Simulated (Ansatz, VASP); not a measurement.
One calculation of CoSi8Ni3, two programs

```
Co Si Ni
1.0
     5.40964    0.00000    0.00000
     0.00000    5.40964    0.00000
     0.00000    0.00000    5.40964
Co Si Ni
1 8 3
Cartesian
  2.7048 2.7048 2.7048
  4.0465 1.3631 1.3631
  1.3631 1.3631 4.0465
  4.0465 4.0465 4.0465
  1.3631 4.0465 1.3631
  1.3631 4.0465 4.0465
  4.0465 4.0465 1.3631
  1.3631 1.3631 1.3631
  4.0465 1.3631 4.0465
  2.7048 0.0000 0.0000
  0.0000 0.0000 2.7048
  0.0000 2.7048 0.0000
```

Alike in both runs: functional PBE; k mesh 8 × 8 × 8; occupations gaussian, width 0.1 eV; no spin polarisation.

Ansatz relaxed the structure, and its values are those at the end. VASP's run is a single point on that final structure, the one shown.

|  | VASP | Ansatz |
| --- | --- | --- |
| version | VASP 6.6.1 | Ansatz 0.2.0 |
| potentials or method | VASP PAW PBE potentials, release 64 (Co, Si, Ni), cutoff 520 eV | scalar-relativistic, plane waves, PAW |
| valence electrons in the cell | 71 | 103 |

|  | VASP | Ansatz | Ansatz less VASP |
| --- | --- | --- | --- |
| gap on the k mesh at the Fermi level (eV) | none | none | - |
| pressure (GPa) | 0.0 | 0.0 | -0.01 |

A gap of «none» marks a metal or a gap that the smearing closes. With one functional, cell and mesh, what is left measures potentials, basis and numerics. VASP's potentials hold 71 valence electrons a cell and Ansatz's 103, so a difference there can come from the potentials and not from the codes.
